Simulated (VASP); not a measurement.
## Ta: single point with HSE06

Crystal: Ta.

```
Ta
1.0
    -1.66222    1.66222    1.66222
     1.66222   -1.66222    1.66222
     1.66222    1.66222   -1.66222
Ta
1
Direct
  0.00000 0.00000 0.00000
```

| Item | Value |
| --- | --- |
| Program | VASP 6.6.1 |
| Task | single point |
| Functional | HSE06 |
| Potentials or basis | VASP PAW PBE potentials, release 64 (Ta_pv) |
| Cutoff | 520 eV |
| k mesh | 6 × 6 × 6 |
| Occupations | fermi-dirac, width 0.05 eV |
| Spin | no spin polarisation |
| Dipole correction | no |
| Grid for exact exchange (PRECFOCK) | Normal |
| Further INCAR settings | ALGO = Normal; EDIFF = 1e-07; NBANDS = 12 |
| Share of exact exchange | 0.25 |
| Screening parameter | 0.2079 1/Å |

| Item | Value |
| --- | --- |
| Pressure | -0.6 GPa |
| Band gap on the k mesh | zero (an odd number of electrons rules out a gap without spin polarisation) |

Levels at points of the mesh, in eV from the Fermi level:
| k point | band 1 | band 2 | band 3 | band 4 | band 5 | band 6 | band 7 | band 8 | band 9 | band 10 |
| --- | --- | --- | --- | --- | --- | --- | --- | --- | --- | --- |
| (0.00, 0.00, 0.00) | -35.42 | -35.42 | -35.42 | -8.79 | 1.34 | 1.34 | 1.34 | 4.90 | 4.90 | 16.07 |
| (0.50, 0.00, 0.00) | -36.67 | -35.81 | -35.43 | -4.77 | -1.53 | 1.44 | 4.74 | 5.77 | 8.65 | 12.67 |
| (0.50, 0.50, 0.50) | -36.26 | -36.26 | -36.26 | -4.08 | -4.08 | 7.67 | 7.67 | 7.67 | 9.35 | 9.35 |

Wall time 8.2 min on 1 thread of Intel(R) Xeon(R) 6975P-C (Granite Rapids), with other jobs on the host, peak memory 0.24 GiB.

Caveat: the k points lie up to 0.45 Å⁻¹ apart, too coarse for converged energies and pressures of a metal; the PAW data sets were made with another functional, which shifts forces and pressure a little; spin-orbit coupling is left out, which moves the levels of the heavy elements.
